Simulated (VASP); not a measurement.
# Si4W2Cl in VASP: further runs

The runs below take Si4W2Cl through single point, with PBE.

Everything below comes from runs of VASP 6.6.1. Logs are shortened: lines on timing, memory, paths and dates and some standing lists are left out, and cuts for length are marked.

### Step 1. The cell of the first run

The cell holds a slab with vacuum, 7 atoms: a = 3.229 Å, b = 3.229 Å, c = 21.937 Å, α = 90.00°, β = 90.00°, γ = 90.00°.

### Step 2. Single point, PBE

The input, INCAR:

```
SYSTEM = Si4W2Cl
  PREC = Accurate
  ENCUT = 520
  EDIFF = 1E-6
  ISMEAR = 0
  SIGMA = 0.1
  LREAL = .False.
  LASPH = .True.
  NELM = 100
  ALGO = Normal
  ISIF = 2
  LWAVE = .False.
  LCHARG = .True.
  LDIPOL = .True.
  IDIPOL = 3
  DIPOL = 0.5 0.5 0.363
  GGA = PE
  LELF = .True.
  LVHAR = .True.
  LVACPOTAV = .True.
  NBANDS = 34
```

The input, KPOINTS:

```
Automatic mesh
0
Gamma
  8 8 1
  0 0 0
```

The input, POSCAR:

```
Si4W2Cl
1.0
    3.2292919632      0.0000000000      0.0000000000
    0.0000000000      3.2292919632      0.0000000000
    0.0000000000      0.0000000000     21.9372962356
Si W Cl
4 2 1
Direct
    0.0000000000      0.0000000000      0.1823378760
    0.0000000000      0.0000000000      0.3009901015
    0.5000000000      0.5000000000      0.3590107492
    0.5000000000      0.5000000000      0.4757786066
    0.5000000000      0.5000000000      0.2416639887
    0.0000000000      0.0000000000      0.4178382292
    0.5000000000      0.7500000000      0.5651394799
```

Potentials or basis: VASP PAW PBE potentials, release 64 (Si, W_sv, Cl).

Run with:

```console
$ cat potpaw_PBE.64/Si/POTCAR potpaw_PBE.64/W_sv/POTCAR potpaw_PBE.64/Cl/POTCAR > POTCAR
$ mpirun -np 1 vasp_std > vasp.out
```

OUTCAR:

```text
SYSTEM = Si4W2Cl
   PREC = Accurate
   ENCUT = 520
   EDIFF = 1E-6
   ISMEAR = 0
   LREAL = .False.
   LASPH = .True.
   NELM = 100
   ISIF = 2
   GGA = PE

 ion  position               nearest neighbor table
   1  0.000  0.000  0.182-   2 2.60   5 2.63   5 2.63   5 2.63   5 2.63
   2  0.000  0.000  0.301-   6 2.56   1 2.60   3 2.61   3 2.61   3 2.61   3 2.61   5 2.63   5 2.63
                             5 2.63   5 2.63
   3  0.500  0.500  0.359-   4 2.56   5 2.57   2 2.61   2 2.61   2 2.61   2 2.61   6 2.62   6 2.62
                             6 2.62   6 2.62
   4  0.500  0.500  0.476-   7 2.12   3 2.56   6 2.61   6 2.61   6 2.61   6 2.61
   5  0.500  0.500  0.242-   3 2.57   1 2.63   1 2.63   1 2.63   1 2.63   2 2.63   2 2.63   2 2.63
                             2 2.63
   6  0.000  0.000  0.418-   2 2.56   4 2.61   4 2.61   4 2.61   4 2.61   3 2.62   3 2.62   3 2.62
                             3 2.62
   7  0.500  0.750  0.565-   4 2.12

  LATTYP: Found a simple tetragonal cell.
 ALAT       =     3.2292919632
 C/A-ratio  =     6.7932216986

  Lattice vectors:

 A1 = (   3.2292919632,   0.0000000000,   0.0000000000)
 A2 = (   0.0000000000,   3.2292919632,   0.0000000000)
 A3 = (   0.0000000000,   0.0000000000,  21.9372962356)

Analysis of symmetry for initial positions (statically):
=====================================================================
 Subroutine PRICEL returns:
 Original cell was already a primitive cell.

 Routine SETGRP: Setting up the symmetry group for a
 simple tetragonal supercell.

 Subroutine GETGRP returns: Found  2 space group operations
 (whereof  2 operations were pure point group operations)
 out of a pool of 16 trial point group operations.

The static configuration has the point symmetry C_1h.

Analysis of symmetry for dynamics (positions and initial velocities):
=====================================================================
 Subroutine PRICEL returns:
 Original cell was already a primitive cell.

 Routine SETGRP: Setting up the symmetry group for a
 simple tetragonal supercell.

 Subroutine GETGRP returns: Found  2 space group operations
 (whereof  2 operations were pure point group operations)
 out of a pool of 16 trial point group operations.

The dynamic configuration has the point symmetry C_1h.

 Subroutine INISYM returns: Found  2 space group operations
 (whereof  2 operations are pure point group operations),
 and found     1 'primitive' translations

----------------------------------------------------------------------------------------

                                     Primitive cell

  volume of cell :     228.7693

  direct lattice vectors                    reciprocal lattice vectors
     3.229291963  0.000000000  0.000000000     0.309665404  0.000000000  0.000000000
     0.000000000  3.229291963  0.000000000     0.000000000  0.309665404  0.000000000
     0.000000000  0.000000000 21.937296236     0.000000000  0.000000000  0.045584469

  length of vectors
     3.229291963  3.229291963 21.937296236     0.309665404  0.309665404  0.045584469

  position of ions in fractional coordinates (direct lattice)
     0.000000000  0.000000000  0.182337876
     0.000000000  0.000000000  0.300990101
     0.500000000  0.500000000  0.359010749
     0.500000000  0.500000000  0.475778607
     0.500000000  0.500000000  0.241663989
     0.000000000  0.000000000  0.417838229
     0.500000000  0.750000000  0.565139480

  ion indices of the primitive-cell ions
   primitive index   ion index
                 1           1
                 2           2
                 3           3
                 4           4
                 5           5
                 6           6
                 7           7

----------------------------------------------------------------------------------------

 KPOINTS: Automatic mesh

Automatic generation of k-mesh.
 Grid dimensions read from file:
 generate k-points for:    8    8    1

 Generating k-lattice:

  Cartesian coordinates                     Fractional coordinates (reciprocal lattice)
     0.038708175  0.000000000  0.000000000     0.125000000  0.000000000  0.000000000
     0.000000000  0.038708175  0.000000000     0.000000000  0.125000000  0.000000000
     0.000000000  0.000000000  0.045584469     0.000000000  0.000000000  1.000000000

  Length of vectors
     0.038708175  0.038708175  0.045584469

  Shift w.r.t. Gamma in fractional coordinates (k-lattice)
     0.000000000  0.000000000  0.000000000

 Subroutine IBZKPT returns following result:
 ===========================================

 Found     25 irreducible k-points:

 Following reciprocal coordinates:
            Coordinates               Weight
  0.000000  0.000000  0.000000      1.000000
  0.125000  0.000000  0.000000      2.000000
  0.000000  0.125000  0.000000      2.000000
  0.250000  0.000000  0.000000      2.000000
  0.000000  0.250000  0.000000      2.000000
  0.375000  0.000000  0.000000      2.000000
[... 38 lines left out ...]
   IALGO  =     38    algorithm
   IMIX   =      4    mixing-type and parameters
     AMIX     =   0.40;   BMIX     =  1.00
     AMIX_MAG =   1.60;   BMIX_MAG =  1.00
  volume/ion in A,a.u.               =      32.68       220.54
  Fermi-wavevector in a.u.,A,eV,Ry     =   0.992656  1.875849 13.406730  0.985367
  Thomas-Fermi vector in A             =   2.124484
   LORBIT       =      0    0 simple, 1 ext, 2 COOP (PROOUT), +10 PAW based schemes
   GGA     = PE    functional components
   LHFCALC =     F    Hartree Fock is set to
   AEXX    =    0.0000 exact exchange contribution
   IVDW    =     0    specifies the selected vdW correction
   LEPSILON=     F    determine dielectric tensor
   LRPA    =     F    only Hartree local field effects (RPA)
 non-spin polarized calculation
 Gauss-broadening in eV      SIGMA  =   0.10
  energy-cutoff  :      520.00
  volume of cell :      228.77
 maximum number of plane-waves:      6214
   NGX = 13   NGY = 13   NGZ = 81

 dipolmoment           0.000000      0.000000     -0.302261 electrons x Angstroem

 number of electron      50.9999997 magnetization

 dipolmoment           0.000000      0.000000      0.058978 electrons x Angstroem

 Free energy of the ion-electron system (eV)
  ---------------------------------------------------
  ext. energy  EPLUGINS =         0.00000000
  ---------------------------------------------------
  free energy    TOTEN  =       -49.94647139 eV

  energy without entropy =      -49.91930239  energy(sigma->0) =      -49.93288689

 E-fermi :   1.8527     XC(G=0):  -6.1472

 val. band max:        1.8417685325   @ k =   0.3750   0.2500   0.0000
 cond. band min:       1.8549325519   @ k =   0.0000   0.3750   0.0000
 fundamental gap:      0.0131640195
 Fermi energy:         1.8526676239

 k-point     1 :       0.0000    0.0000    0.0000
  band No.  band energies     occupation
      1     -72.0017      2.00000
      2     -71.8975      2.00000
      3     -36.2513      2.00000
      4     -36.2291      2.00000
      5     -36.2207      2.00000
      6     -36.1519      2.00000
[... 26 lines left out ...]
     33       5.8393      0.00000
     34       6.1838      0.00000

 k-point     2 :       0.1250    0.0000    0.0000
  band No.  band energies     occupation
      1     -72.0007      2.00000
      2     -71.8965      2.00000
      3     -36.2510      2.00000
      4     -36.2479      2.00000
      5     -36.2262      2.00000
      6     -36.1485      2.00000
[... 26 lines left out ...]
     33       6.2119      0.00000
     34       6.2182      0.00000

 k-point     3 :       0.0000    0.1250    0.0000
  band No.  band energies     occupation
      1     -72.0007      2.00000
      2     -71.8965      2.00000
      3     -36.2613      2.00000
      4     -36.2461      2.00000
      5     -36.2178      2.00000
      6     -36.1486      2.00000
[... 26 lines left out ...]
     33       6.1525      0.00000
     34       6.2177      0.00000
[... 704 lines left out ...]
 k-point    23 :       0.5000    0.3750    0.0000
  band No.  band energies     occupation
      1     -71.9889      2.00000
      2     -71.8848      2.00000
      3     -36.3997      2.00000
      4     -36.3768      2.00000
      5     -36.2858      2.00000
      6     -36.2543      2.00000
[... 26 lines left out ...]
     33       5.3892      0.00000
     34       6.1503      0.00000

 k-point    24 :      -0.3750    0.5000    0.0000
  band No.  band energies     occupation
      1     -71.9889      2.00000
      2     -71.8848      2.00000
      3     -36.4091      2.00000
      4     -36.3674      2.00000
      5     -36.2863      2.00000
      6     -36.2538      2.00000
[... 26 lines left out ...]
     33       5.5148      0.00000
     34       6.1663      0.00000

 [... further k-points ...]
[... 5 lines left out ...]
  --------------------------------------------------------------------------------------
  -------------------------------------------------------------------------------------
  Total       -0.1291058     -0.6253700      0.3177146      0.0000000     -1.7793633      0.0000000
  in kB       -0.9041880     -4.3797559      2.2251026      0.0000000    -12.4617053      0.0000000
  external PRESSURE =      -1.0196138 kB  Pullay stress =       0.0000000 kB

 VOLUME and BASIS-vectors are now :
 -----------------------------------------------------------------------------
  energy-cutoff  :      520.00
  volume of cell :      228.77
      direct lattice vectors                 reciprocal lattice vectors
     3.229291963  0.000000000  0.000000000     0.309665404  0.000000000  0.000000000
     0.000000000  3.229291963  0.000000000     0.000000000  0.309665404  0.000000000
     0.000000000  0.000000000 21.937296236     0.000000000  0.000000000  0.045584469

 POSITION                                       TOTAL-FORCE (eV/Angst)
 -----------------------------------------------------------------------------------
      0.00000      0.00000      4.00000         0.000000     -0.001194      0.447834
      0.00000      0.00000      6.60291         0.000000      0.012395     -0.551440
      1.61465      1.61465      7.87573         0.000000      0.005631     -0.380154
      1.61465      1.61465     10.43730         0.000000      0.336014      0.665807
      1.61465      1.61465      5.30145         0.000000     -0.005379      0.001391
      0.00000      0.00000      9.16624         0.000000      0.331607     -0.160957
      1.61465      2.42197     12.39763         0.000000     -0.679075     -0.022480
 -----------------------------------------------------------------------------------
    total drift:                                0.000000     -0.000022     -0.000241

  FREE ENERGIE OF THE ION-ELECTRON SYSTEM (eV)
  ---------------------------------------------------
  free  energy   TOTEN  =       -49.9464713854 eV

  energy  without entropy=      -49.9193023928  energy(sigma->0) =      -49.93288689

 vacuum level on the upper side and lower side of the slab         7.268         6.246
```

Wall time 8.9 min (1 thread of Intel Xeon Platinum 8375C at 2.90GHz (Ice Lake), shared host); peak memory 0.4 GiB.

Results:

```
Free energy            : -49.9465 eV
Largest force          : 0.746 eV/Å
Band gap on the k mesh : zero (an odd number of electrons rules out a gap without spin polarisation)
```

Forces in eV/Å, atoms in the order of the input:
```
Si   0.000 -0.001  0.448
Si   0.000  0.012 -0.551
Si   0.000  0.006 -0.380
Si   0.000  0.336  0.666
W    0.000 -0.005  0.001
W    0.000  0.332 -0.161
Cl   0.000 -0.679 -0.022
```

Caveat: spin-orbit coupling is left out, which moves the levels of the heavy elements; an odd number of electrons without spin polarisation forces a metal; a magnetic or distorted state may lie lower.

### Step 3. Single point, PBE

The input, INCAR:

```
SYSTEM = Si4W2Cl
  ALGO = Normal
  DIPOL = 0.5 0.5 0.362
  EDIFF = 1E-6
  ENCUT = 520
  GGA = PE
  IDIPOL = 3
  ISIF = 2
  ISMEAR = 0
  LASPH = .TRUE.
  LCHARG = .TRUE.
  LDIPOL = .TRUE.
  LELF = .TRUE.
  LREAL = .FALSE.
  LVACPOTAV = .TRUE.
  LVHAR = .TRUE.
  LWAVE = .FALSE.
  NBANDS = 34
  NELM = 100
  PREC = Accurate
  SIGMA = 0.1
```

The input, KPOINTS:

```
k-points
0
G
  8 8 1
  0 0 0
```

Edit POSCAR of step 2 so:

```diff
@@ -14,2 +14,2 @@
     0.0000000000      0.0000000000      0.4178382292
-    0.5000000000      0.7500000000      0.5651394799
+    0.7500000000      1.0000000000      0.5554708800
```

Potentials or basis: VASP PAW PBE potentials, release 64 (Si, W_sv, Cl).

Run with:

```console
$ cat potpaw_PBE.64/Si/POTCAR potpaw_PBE.64/W_sv/POTCAR potpaw_PBE.64/Cl/POTCAR > POTCAR
$ mpirun -np 1 vasp_std > vasp.out
```

Wall time 9.2 min (1 thread of Intel Xeon Platinum 8375C at 2.90GHz (Ice Lake), shared host); peak memory 0.4 GiB.

It converged, with:

```yaml
Free_energy: -49.4123 eV
Largest_force: 0.566 eV/Å
Band_gap_on_the_k_mesh: zero (an odd number of electrons rules out a gap without spin polarisation)
```

Forces in eV/Å, atoms in the order of the input:
```
Si  -0.036  0.000  0.476
Si   0.038  0.000 -0.565
Si  -0.049  0.000 -0.469
Si   0.197  0.000  0.410
W    0.035  0.000  0.069
W    0.020  0.000  0.081
Cl  -0.204  0.000 -0.002
```

Levels at points of the mesh, in eV from the Fermi level:
```tsv
k point	band 23	band 24	band 25	band 26	band 27	band 28	band 29	band 30
(0.00, 0.00, 0.00)	-0.65	-0.59	0.67	0.67	0.91	0.95	0.98	2.10
(0.50, 0.00, 0.00)	-1.94	-0.79	-0.30	-0.25	-0.11	1.74	2.67	2.86
(0.00, 0.50, 0.00)	-1.94	-0.46	-0.30	-0.11	0.28	1.13	2.66	2.86
(0.50, 0.50, 0.00)	-2.04	-2.03	-1.69	-1.40	1.00	1.47	2.93	3.13
```

Caveat: spin-orbit coupling is left out, which moves the levels of the heavy elements; an odd number of electrons without spin polarisation forces a metal; a magnetic or distorted state may lie lower.

### Step 4. Single point, PBE

The input, INCAR:

```
SYSTEM = Si4W2Cl
PREC     = Accurate       ! precision mode
ENCUT    = 520            ! plane-wave cutoff, eV
EDIFF    = 1E-6           ! SCF threshold, eV
ISMEAR   = 0              ! smearing method
SIGMA    = 0.1            ! smearing width, eV
LREAL    = .FALSE.        ! projectors in reciprocal space
LASPH    = .TRUE.         ! aspherical terms in the spheres
NELM     = 80             ! most SCF steps
ALGO     = Normal         ! electronic algorithm
ISIF     = 2              ! what is computed and relaxed
LWAVE    = .FALSE.        ! write WAVECAR
LCHARG   = .FALSE.        ! write CHGCAR
LDIPOL   = .TRUE.       
IDIPOL   = 3            
DIPOL    = 0.5 0.5 0.364
GGA      = PE             ! functional
NBANDS   = 34             ! bands
```

The input, KPOINTS:

```
Automatic mesh
0
G
  8 8 1
  0 0 0
```

Edit POSCAR of step 3 so:

```diff
@@ -14,2 +14,2 @@
     0.0000000000      0.0000000000      0.4178382292
-    0.7500000000      1.0000000000      0.5554708800
+    0.5000000000      0.6250000000      0.5683361640
```

Run with:

```console
$ cat potpaw_PBE.64/Si/POTCAR potpaw_PBE.64/W_sv/POTCAR potpaw_PBE.64/Cl/POTCAR > POTCAR
$ mpirun -np 1 vasp_std > vasp.out
```

Wall time 9.2 min (1 thread of Intel Xeon Platinum 8375C at 2.90GHz (Ice Lake), shared host); peak memory 0.4 GiB.

Results (log left out):

```yaml
Free_energy: -50.1602 eV
Largest_force: 0.622 eV/Å
Band_gap_on_the_k_mesh: zero (an odd number of electrons rules out a gap without spin polarisation)
```

Forces on the atoms (eV/Å):
```
Si   0.000  0.001  0.428
Si   0.000  0.009 -0.536
Si   0.000  0.004 -0.299
Si   0.000  0.146  0.605
W    0.000 -0.008 -0.001
W    0.000  0.214 -0.170
Cl   0.000 -0.365 -0.028
```

Levels at points of the mesh, in eV from the Fermi level:
| k point | band 22 | band 23 | band 24 | band 25 | band 26 | band 27 | band 28 | band 29 | band 30 | band 31 |
| --- | --- | --- | --- | --- | --- | --- | --- | --- | --- | --- |
| (0.00, 0.00, 0.00) | -1.94 | -0.60 | -0.58 | 0.72 | 0.74 | 0.91 | 0.94 | 0.97 | 2.55 | 2.59 |
| (0.50, 0.00, 0.00) | -1.97 | -1.73 | -1.45 | -0.29 | -0.24 | -0.14 | 2.63 | 2.71 | 3.02 | 4.00 |
| (0.50, 0.50, 0.00) | -2.89 | -2.12 | -1.97 | -1.95 | -0.34 | 0.89 | 1.87 | 2.99 | 3.09 | 3.43 |

Caveat: spin-orbit coupling is left out, which moves the levels of the heavy elements; an odd number of electrons without spin polarisation forces a metal; a magnetic or distorted state may lie lower.

### Step 5. Single point, PBE

The input, INCAR:

```
SYSTEM = Si4W2Cl
PREC     = Accurate       ! precision mode
ENCUT    = 520            ! plane-wave cutoff, eV
EDIFF    = 1E-7           ! SCF threshold, eV
ISMEAR   = 0              ! smearing method
SIGMA    = 0.1            ! smearing width, eV
LREAL    = .False.        ! projectors in reciprocal space
LASPH    = .True.         ! aspherical terms in the spheres
NELM     = 80             ! most SCF steps
ALGO     = Normal         ! electronic algorithm
ISIF     = 2              ! what is computed and relaxed
LWAVE    = .False.        ! write WAVECAR
LCHARG   = .False.        ! write CHGCAR
LDIPOL   = .True.       
IDIPOL   = 3            
DIPOL    = 0.5 0.5 0.363
GGA      = PE             ! functional
NBANDS   = 34             ! bands
```

The input, KPOINTS:

```
Automatic mesh
0
Gamma
  8 8 1
  0 0 0
```

Edit POSCAR of step 4 so:

```diff
@@ -14,2 +14,2 @@
     0.0000000000      0.0000000000      0.4178382292
-    0.5000000000      0.6250000000      0.5683361640
+    0.5000000000      0.8750000000      0.5617773178
```

Run with:

```console
$ cat potpaw_PBE.64/Si/POTCAR potpaw_PBE.64/W_sv/POTCAR potpaw_PBE.64/Cl/POTCAR > POTCAR
$ mpirun -np 1 vasp_std > vasp.out
```

Wall time 9.1 min (1 thread of Intel Xeon Platinum 8375C at 2.90GHz (Ice Lake), shared host); peak memory 0.4 GiB.

Results (log left out):

```yaml
Free_energy: -49.6573 eV
Largest_force: 0.885 eV/Å
Band_gap_on_the_k_mesh: zero (an odd number of electrons rules out a gap without spin polarisation)
```

Forces on the atoms (eV/Å):
```
Si   0.000 -0.007  0.470
Si   0.000  0.004 -0.546
Si   0.000  0.008 -0.430
Si   0.000  0.386  0.796
W    0.000  0.004  0.012
W    0.000  0.271 -0.291
Cl   0.000 -0.666 -0.011
```

Levels at points of the mesh, in eV from the Fermi level:
| k point | band 22 | band 23 | band 24 | band 25 | band 26 | band 27 | band 28 | band 29 | band 30 | band 31 |
| --- | --- | --- | --- | --- | --- | --- | --- | --- | --- | --- |
| (0.00, 0.00, 0.00) | -1.84 | -0.64 | -0.57 | 0.71 | 0.71 | 0.90 | 0.93 | 0.97 | 2.38 | 2.59 |
| (0.50, 0.00, 0.00) | -2.17 | -1.95 | -1.45 | -0.29 | -0.28 | -0.12 | 2.22 | 2.71 | 2.86 | 3.98 |
| (0.00, 0.50, 0.00) | -1.95 | -1.82 | -0.60 | -0.22 | -0.16 | -0.12 | 1.62 | 2.70 | 2.86 | 3.93 |
| (0.50, 0.50, 0.00) | -2.34 | -2.10 | -2.00 | -1.71 | -0.69 | 1.02 | 1.43 | 2.97 | 3.12 | 3.46 |

Caveat: spin-orbit coupling is left out, which moves the levels of the heavy elements; an odd number of electrons without spin polarisation forces a metal; a magnetic or distorted state may lie lower.

### Step 6. Summary

```tsv
cell	gap on the mesh (eV)	largest force (eV/Å)
as given, atomic positions A	none	0.75
as given, atomic positions B	none	0.57
as given, atomic positions C	none	0.62
as given, atomic positions D	none	0.89
```

Alike in all rows: task single point; level PBE; potentials or basis VASP PAW PBE potentials, release 64 (Si, W_sv, Cl); no spin polarisation; k mesh 8 × 8 × 1; cutoff (eV) 520; smearing gaussian 0.1 eV.

Caveats: spin-orbit coupling is left out, which moves the levels of the heavy elements; an odd number of electrons without spin polarisation forces a metal; a magnetic or distorted state may lie lower.

Total energies depend on the potentials used, so only differences within one code and one set of settings carry meaning.
